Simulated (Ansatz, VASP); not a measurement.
NaTa4F in VASP and in Ansatz

```
CELL_PARAMETERS angstrom
0.00000 3.60048 3.60048
3.60048 0.00000 3.60048
3.60048 3.60048 0.00000
ATOMIC_POSITIONS crystal
Na 0.75000 0.75000 0.75000
Ta 0.37352 0.37352 0.87944
Ta 0.87944 0.37352 0.37352
Ta 0.37352 0.37352 0.37352
Ta 0.37352 0.87944 0.37352
F 0.00000 0.00000 0.00000
```

Change from the starting cell: species swapped into the NdInNi4 type (F-43m, No. 216).

Alike in both runs: task relaxation of cell and atoms; functional PBE; k mesh 4 × 4 × 4; occupations gaussian, width 0.1 eV; no spin polarisation.

```csv
,VASP,Ansatz
version,VASP 6.6.1,Ansatz 0.2.0
potentials or method,"VASP PAW PBE potentials, release 64 (Na_pv, Ta_pv, F), cutoff 600 eV","scalar-relativistic, plane waves, PAW"
valence electrons in the cell,58,68
```

|  | VASP | Ansatz | Ansatz less VASP |
| --- | --- | --- | --- |
| gap on the k mesh at the Fermi level, each at its own relaxed structure (eV) | none | none | - |
| relaxed volume (Å³/atom) | 20.69 | 20.72 | +0.033 |
| relaxed length of the cell vector where the two differ most in proportion (Å) | 5.599 | 5.602 | +0.0030 |

A gap of «none» marks a metal or a gap that the smearing closes. VASP's potentials hold 58 valence electrons a cell and Ansatz's 68, so a difference there can come from the potentials and not from the codes.

The k mesh is coarse, so the values compare programs but aren't converged. Neither program's run includes spin-orbit coupling. Noted on VASP's run: the volume moved by over 15 % at a fixed basis, so the end points are rough.
